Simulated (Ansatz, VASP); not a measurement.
**One calculation of ZrB2, two programs**

File INCAR:

```
SYSTEM = ZrB2
PREC     = Accurate       ! precision mode
ENCUT    = 520            ! plane-wave cutoff, eV
EDIFF    = 1E-6           ! SCF threshold, eV
ISMEAR   = 0              ! smearing method
SIGMA    = 0.15           ! smearing width, eV
LREAL    = .FALSE.        ! projectors in reciprocal space
LASPH    = .TRUE.         ! aspherical terms in the spheres
NELM     = 80             ! most SCF steps
ALGO     = Normal         ! electronic algorithm
ISIF     = 2              ! what is computed and relaxed
LWAVE    = .FALSE.        ! write WAVECAR
LCHARG   = .FALSE.        ! write CHGCAR
GGA      = PS             ! functional
NBANDS   = 16             ! bands
```

KPOINTS

```
regular mesh
0
G
  15 15 12
  0 0 0
```

POSCAR

```
ZrB2
1.0
    3.0917000000      0.0000000000      0.0000000000
   -1.5458500000      2.6774907409      0.0000000000
    0.0000000000      0.0000000000      3.4483000000
Zr B
1 2
Direct
    0.0000000000      0.0000000000      0.0000000000
    0.3333333333      0.6666666667      0.5000000000
    0.6666666667      0.3333333333      0.5000000000
```

Input for Ansatz:

```yaml
crystal:
  lattice:
    - [3.0917, 0.0, 0.0]
    - [-1.54585, 2.6774907409, 0.0]
    - [0.0, 0.0, 3.4483]
  atoms:
    - { symbol: Zr, position: [0.0, 0.0, 0.0] }
    - { symbol: B, position: [0.3333333333, 0.6666666667, 0.5] }
    - { symbol: B, position: [0.6666666667, 0.3333333333, 0.5] }
basis:
  ecutwfc: 520.0
kpoints:
  mp_grid: { grid: [15, 15, 12] }
hamiltonian:
  xc: pbesol
scf:
  occupations: { method: gaussian, width: 0.15 }
output:
  forces: true
  stress: true
  eigenvalues: true
```

Alike in both runs: task single point; functional PBEsol; k mesh 15 × 15 × 12; occupations gaussian, width 0.15 eV; no spin polarisation.

|  | VASP | Ansatz |
| --- | --- | --- |
| version | VASP 6.6.1 | Ansatz 0.2.0 |
| potentials or method | VASP PAW PBE potentials, release 64 (Zr_sv, B), cutoff 520 eV | scalar-relativistic, plane waves, PAW |
| valence electrons in the cell | 18 | 18 |

Ansatz gave:

```
gap on the k mesh at the Fermi level (eV)                     : none
pressure (GPa)                                                : 16.0
traceless stress, the component that is largest in VASP (GPa) : -1.60
```

Task: Which values does VASP return?

Result: gap on the k mesh at the Fermi level (eV): none; pressure (GPa): 16.5; traceless stress, the component that is largest in VASP (GPa): -1.61.

VASP's potentials were made for PBE, not for PBEsol. A gap of «none» marks a metal or a gap that the smearing closes.
